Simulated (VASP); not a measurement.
# Sn (Fd-3m) in VASP: further runs, part 2 of 3

VASP 6.6.1. Earlier steps stand in the parts before.

### 4 Relaxation of cell and atoms, PBEsol, target pressure 98 GPa, at which the enthalpy is minimised

This run uses another cell than the first one, of 17.00 Å³/atom, 0.874 times its volume.

The input, INCAR:

```
SYSTEM = Sn
  PREC = Accurate
  ENCUT = 600
  EDIFF = 1E-7
  ISMEAR = -1
  SIGMA = 0.1
  LREAL = .FALSE.
  LASPH = .TRUE.
  NELM = 60
  ALGO = Normal
  ISIF = 3
  LWAVE = .FALSE.
  LCHARG = .FALSE.
  GGA = PS
  IBRION = 2
  NSW = 60
  EDIFFG = -0.005
  PSTRESS = 980.0
```

The input, KPOINTS:

```
Automatic mesh
0
G
  12 12 12
  0 0 0
```

The input, POSCAR:

```
Sn
1.0
    0.0000000000      2.5714328048      2.5714328048
    2.5714328048      0.0000000000      2.5714328048
    2.5714328048      2.5714328048      0.0000000000
Sn
2
Direct
   -0.1250000000     -0.1250000000     -0.1250000000
    0.1250000000      0.1250000000      0.1250000000
```

Potentials or basis: VASP PAW PBE potentials, release 64 (Sn_d).

Launch:

```console
$ cat potpaw_PBE.64/Sn_d/POTCAR > POTCAR
$ mpirun -np 1 vasp_std > vasp.out
```

OUTCAR:

```text
SYSTEM = Sn
   PREC = Accurate
   ENCUT = 600
   EDIFF = 1E-7
   ISMEAR = -1
   LREAL = .FALSE.
   LASPH = .TRUE.
   NELM = 60
   ISIF = 3
   GGA = PS
   IBRION = 2
   NSW = 60
   EDIFFG = -0.005
   PSTRESS = 980.0

 ion  position               nearest neighbor table
   1  0.875  0.875  0.875-   2 2.23   2 2.23   2 2.23   2 2.23
   2  0.125  0.125  0.125-   1 2.23   1 2.23   1 2.23   1 2.23

  LATTYP: Found a face centered cubic cell.
 ALAT       =     5.1428656096

  Lattice vectors:

 A1 = (   0.0000000000,   2.5714328048,   2.5714328048)
 A2 = (   2.5714328048,   0.0000000000,   2.5714328048)
 A3 = (   2.5714328048,   2.5714328048,   0.0000000000)

Analysis of symmetry for initial positions (statically):
=====================================================================
 Subroutine PRICEL returns:
 Original cell was already a primitive cell.

 Routine SETGRP: Setting up the symmetry group for a
 face centered cubic supercell.

 Subroutine GETGRP returns: Found 48 space group operations
 (whereof 12 operations were pure point group operations)
 out of a pool of 48 trial point group operations.

The static configuration has the point symmetry D_3d.
 The point group associated with its full space group is O_h .

Analysis of symmetry for dynamics (positions and initial velocities):
=====================================================================
 Subroutine PRICEL returns:
 Original cell was already a primitive cell.

 Routine SETGRP: Setting up the symmetry group for a
 face centered cubic supercell.

 Subroutine GETGRP returns: Found 48 space group operations
 (whereof 12 operations were pure point group operations)
 out of a pool of 48 trial point group operations.

The dynamic configuration has the point symmetry D_3d.
 The point group associated with its full space group is O_h .

 Subroutine INISYM returns: Found 48 space group operations
 (whereof 12 operations are pure point group operations),
 and found     1 'primitive' translations

----------------------------------------------------------------------------------------

                                     Primitive cell

  volume of cell :      34.0060

  direct lattice vectors                    reciprocal lattice vectors
     0.000000000  2.571432805  2.571432805    -0.194444124  0.194444124  0.194444124
     2.571432805  0.000000000  2.571432805     0.194444124 -0.194444124  0.194444124
     2.571432805  2.571432805  0.000000000     0.194444124  0.194444124 -0.194444124

  length of vectors
     3.636555147  3.636555147  3.636555147     0.336787103  0.336787103  0.336787103

  position of ions in fractional coordinates (direct lattice)
     0.875000000  0.875000000  0.875000000
     0.125000000  0.125000000  0.125000000

  ion indices of the primitive-cell ions
   primitive index   ion index
                 1           1
                 2           2

----------------------------------------------------------------------------------------

 KPOINTS: Automatic mesh

Automatic generation of k-mesh.
 Grid dimensions read from file:
 generate k-points for:   12   12   12

 Generating k-lattice:

  Cartesian coordinates                     Fractional coordinates (reciprocal lattice)
    -0.016203677  0.016203677  0.016203677     0.083333333  0.000000000  0.000000000
     0.016203677 -0.016203677  0.016203677     0.000000000  0.083333333  0.000000000
     0.016203677  0.016203677 -0.016203677     0.000000000  0.000000000  0.083333333

  Length of vectors
     0.028065592  0.028065592  0.028065592

  Shift w.r.t. Gamma in fractional coordinates (k-lattice)
     0.000000000  0.000000000  0.000000000

 Subroutine IBZKPT returns following result:
 ===========================================

 Found     72 irreducible k-points:

 Following reciprocal coordinates:
            Coordinates               Weight
  0.000000  0.000000  0.000000      1.000000
  0.083333  0.000000  0.000000      8.000000
  0.166667  0.000000  0.000000      8.000000
  0.250000  0.000000  0.000000      8.000000
  0.333333  0.000000  0.000000      8.000000
  0.416667  0.000000  0.000000      8.000000
[... 16 lines left out ...]
  0.500000  0.166667  0.000000     24.000000
 -0.416667  0.166667  0.000000     24.000000
 [... further k-points ...]
   k-points           NKPTS =     72   k-points in BZ     NKDIM =     72   number of bands    NBANDS=     18
   number of dos      NEDOS =    301   number of ions     NIONS =      2
   total plane-waves  NPLWV =  27000
   dimension x,y,z NGX =    30 NGY =   30 NGZ =   30
   dimension x,y,z NGXF=    60 NGYF=   60 NGZF=   60
   ions per type =               2
   NGX,Y,Z   is equivalent  to a cutoff of  13.71, 13.71, 13.71 a.u.
   NGXF,Y,Z  is equivalent  to a cutoff of  27.43, 27.43, 27.43 a.u.
 SYSTEM =  Sn
   PREC   = accura    normal or accurate (medium, high low for compatibility)
   ISTART =      0    job   : 0-new  1-cont  2-samecut
   ICHARG =      2    charge: 1-file 2-atom 10-const
   ISPIN  =      1    spin polarized calculation?
   LNONCOLLINEAR =      F non collinear calculations
   LSORBIT =      F    spin-orbit coupling
   LASPH  =      T    aspherical Exc in radial PAW
   ENCUT  =  600.0 eV  44.10 Ry    6.64 a.u.   7.26  7.26  7.26*2*pi/ulx,y,z
   NELM   =     60;   NELMIN=  2; NELMDL= -5     # of ELM steps
   EDIFF  = 0.1E-06   stopping-criterion for ELM
   LREAL  =      F    real-space projection
   EDIFFG = -.5E-02   stopping-criterion for IOM
   NSW    =     60    number of steps for IOM
   IBRION =      2    ionic relax: 0-MD 1-quasi-New 2-CG
   NFREE  =      1    steps in history (QN), initial steepest desc. (CG)
   ISIF   =      3    stress and relaxation
   ISYM   =      2    0-nonsym 1-usesym 2-fastsym
   POTIM  = 0.5000    time-step for ionic-motion
   TEBEG  =    0.0;   TEEND  =   0.0 temperature during run
   PSTRESS=  980.0 pullay stress
   NELECT =      28.0000    total number of electrons
   NUPDOWN=      -1.0000    fix difference up-down
   EMIN   =  10.00;   EMAX   =-10.00  energy-range for DOS
   EFERMI =   0.00;   METHOD = LEGACY
   ISMEAR =    -1;   SIGMA  =   0.10  broadening in eV -4-tet -1-fermi 0-gaus
   EFERMI_NEDOS =   21; number of points for ismear=-14 and -15
   IALGO  =     38    algorithm
   IMIX   =      4    mixing-type and parameters
     AMIX     =   0.40;   BMIX     =  1.00
     AMIX_MAG =   1.60;   BMIX_MAG =  1.00
  volume/ion in A,a.u.               =      17.00       114.74
  Fermi-wavevector in a.u.,A,eV,Ry     =   1.534413  2.899621 32.033882  2.354424
  Thomas-Fermi vector in A             =   2.641345
   LORBIT       =      0    0 simple, 1 ext, 2 COOP (PROOUT), +10 PAW based schemes
   GGA     = PS    functional components
   LHFCALC =     F    Hartree Fock is set to
   AEXX    =    0.0000 exact exchange contribution
   IVDW    =     0    specifies the selected vdW correction
   LEPSILON=     F    determine dielectric tensor
   LRPA    =     F    only Hartree local field effects (RPA)
 conjugate gradient relaxation of ions
 non-spin polarized calculation
  energy-cutoff  :      600.00
  volume of cell :       34.01
 maximum number of plane-waves:      1158
 NGX is ok and might be reduce to    30
   NGX = 15   NGY = 15   NGZ = 15

--------------------------------------- Ionic step        1  -------------------------------------------

 number of electron      28.0000000 magnetization

 Free energy of the ion-electron system (eV)
  ---------------------------------------------------
  ext. energy  EPLUGINS =         0.00000000
  ---------------------------------------------------
  free energy    TOTEN  =         0.92569304 eV

  energy without entropy =        0.93633806  energy(sigma->0) =        0.93101555

------------------------ aborting loop because EDIFF is reached ----------------------------------------

  FORCE on cell =-STRESS in cart. coord.  units (eV):
  Direction    XX          YY          ZZ          XY          YZ          ZX
  --------------------------------------------------------------------------------------
  -------------------------------------------------------------------------------------
  Total       34.9104734     34.9104734     34.9104734     -0.0000000     -0.0000000     -0.0000000
  in kB     1644.7912393   1644.7912393   1644.7912393     -0.0000000     -0.0000000     -0.0000000
  external PRESSURE =     664.7912393 kB  Pullay stress =     980.0000000 kB
[... 25 lines left out ...]
--------------------------------------- Ionic step        2  -------------------------------------------

 number of electron      27.9999971 magnetization

 E-fermi :   3.7194     XC(G=0):  -8.3008

 val. band max:        3.5708842232   @ k =   0.3333   0.0000   0.0000
 cond. band min:       3.7295553659   @ k =  -0.0833   0.0833   0.0000
 fundamental gap:      0.1586711427
 Fermi energy:         3.7193805785

 k-point     1 :       0.0000    0.0000    0.0000
  band No.  band energies     occupation
      1     -17.5681      2.00000
      2     -17.5681      2.00000
      3     -17.5681      2.00000
      4     -17.5284      2.00000
      5     -17.5284      2.00000
      6     -17.3430      2.00000
[... 608 lines left out ...]
--------------------------------------- Ionic step        5  -------------------------------------------

 number of electron      28.0000002 magnetization

 Free energy of the ion-electron system (eV)
  ---------------------------------------------------
  ext. energy  EPLUGINS =         0.00000000
  ---------------------------------------------------
  free energy    TOTEN  =        -2.99995608 eV

  energy without entropy =       -2.99196237  energy(sigma->0) =       -2.99595923

 E-fermi :  13.4450     XC(G=0): -11.8250

 val. band max:       13.4018141096   @ k =   0.5000   0.5000   0.0000
 cond. band min:      13.4707709921   @ k =   0.5000   0.4167   0.0000
 fundamental gap:      0.0689568825
 Fermi energy:        13.4449624335

 k-point     1 :       0.0000    0.0000    0.0000
  band No.  band energies     occupation
      1     -10.4636      2.00000
      2     -10.4636      2.00000
      3     -10.4636      2.00000
      4     -10.2974      2.00000
      5     -10.2974      2.00000
      6      -9.0813      2.00000
[... 528 lines left out ...]
  energy  without entropy=       -2.9919623712  energy(sigma->0) =       -2.99595923

  enthalpy is  TOTEN    =        20.8033180069 eV   P V=       23.8032740887

 reached required accuracy - stopping structural energy minimisation
```

OSZICAR:

```text
N       E                     dE             d eps       ncg     rms          rms(c)
[... 58 lines left out ...]
DAV:   1    -0.301605485573E+01    0.15267E+00   -0.30902E-01  2876   0.117E+01    0.702E-01
DAV:   2    -0.300316120648E+01    0.12894E-01   -0.21296E-02  3350   0.324E+00    0.306E-01
DAV:   3    -0.300010285811E+01    0.30583E-02   -0.76141E-03  3446   0.185E+00    0.609E-02
DAV:   4    -0.299996011087E+01    0.14275E-03   -0.62249E-04  3268   0.342E-01    0.157E-02
DAV:   5    -0.299995682365E+01    0.32872E-05   -0.22692E-05  3414   0.824E-02    0.583E-03
DAV:   6    -0.299995553419E+01    0.12895E-05   -0.31257E-06  3294   0.195E-02    0.201E-03
DAV:   7    -0.299995610345E+01   -0.56925E-06   -0.77862E-07  3244   0.143E-02    0.666E-04
DAV:   8    -0.299995608183E+01    0.21615E-07   -0.29212E-08  1350   0.349E-03
   5 F= 0.20803318E+02 E0= 0.20807315E+02  d E =-.922744E+00
```

Wall time 2.3 min (1 thread of Intel Xeon 6975P-C (Granite Rapids), shared host); peak memory 0.2 GiB.

What came out:

```yaml
Free_energy: -3.0000 eV
Relaxed_volume: 19.46 Å³/atom
Relaxed_cell: a = 3.804 Å, b = 3.804 Å, c = 3.804 Å, α = 60.00°, β = 60.00°, γ = 60.00°
Space_group_after_relaxing_to_0.05_Å: Fd-3m (No. 227)
Energy_change_on_relaxing_the_enthalpy_is_what_falls: -1962.8 meV/atom
Ionic_steps: 5
Pressure_after_relaxing: 98.0 GPa
Band_gap_on_the_k_mesh: zero (band 14 reaches 14.05 eV, above the bottom of band 15 at 13.26 eV)
```

Step by step:
```
step  energy change (eV)  largest force (eV/Å)  pressure (GPa)  volume (Å³)
   1              0.0000                0.0000          164.48        34.01
   2             -9.1638                0.0000           -4.83        81.89
   3             -5.3674                0.0000           74.31        41.61
   4             -4.0944                0.0000           95.22        39.20
   5             -3.9257                0.0000           98.02        38.92
```

Final structure:
```cif
data_structure
_symmetry_space_group_name_H-M 'P 1'
_symmetry_Int_Tables_number 1
_cell_length_a 3.8038
_cell_length_b 3.8038
_cell_length_c 3.8038
_cell_angle_alpha 60.000
_cell_angle_beta 60.000
_cell_angle_gamma 60.000
_cell_volume 38.92
loop_
_atom_site_label
_atom_site_type_symbol
_atom_site_fract_x
_atom_site_fract_y
_atom_site_fract_z
_atom_site_occupancy
Sn1 Sn 0.87500 0.87500 0.87500 1
Sn2 Sn 0.12500 0.12500 0.12500 1
```

Caveat: the cell is relaxed towards a set pressure, so the enthalpy falls and the energy may rise; the PAW data sets were made with another functional, which shifts forces and pressure a little; spin-orbit coupling is left out, which moves the levels of the heavy elements.

[end of part 2 of 3]
